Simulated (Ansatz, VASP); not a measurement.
# Two plane-wave programs on CsH2

```xyz
6
Lattice="5.0414 0.0018 0.0110 -0.1953 5.3779 -0.0089 -0.0972 -0.6155 8.6285" Properties=species:S:1:pos:R:3 pbc="T T T"
Cs    1.0585    3.7071    6.3638
Cs    3.6903    1.0571    2.2669
H     3.5885    2.6307    8.4380
H     1.1603    2.1336    0.1926
H     1.1593    2.7911    0.6102
H     3.5895    1.9732    8.0204
```

Change from the starting cell: the structure that the rattled Cu2Sb type (P4/nmm, No. 129) fell into.

Alike in both runs: functional PBE; k mesh 8 × 8 × 4; occupations gaussian, width 0.1 eV; no spin polarisation.

Ansatz relaxed the structure, and its values are those at the end. VASP's run is a single point on that final structure, the one shown.

```csv
,VASP,Ansatz
version,VASP 6.6.1,Ansatz 0.2.0
potentials or method,"VASP PAW PBE potentials, release 64 (Cs_sv, H), cutoff 520 eV","scalar-relativistic, plane waves, PAW"
valence electrons in the cell,22,22
```

|  | VASP | Ansatz | Ansatz less VASP |
| --- | --- | --- | --- |
| gap on the k mesh at the Fermi level (eV) | none | none | - |
| pressure (GPa) | -0.1 | 0.0 | +0.04 |
| rms of the force components (eV/Å) | 0.007 | 0.005 | -0.0025 |

A gap of «none» marks a metal or a gap that the smearing closes. With one functional, cell and mesh, what is left measures potentials, basis and numerics.

Spin-orbit coupling is off throughout.
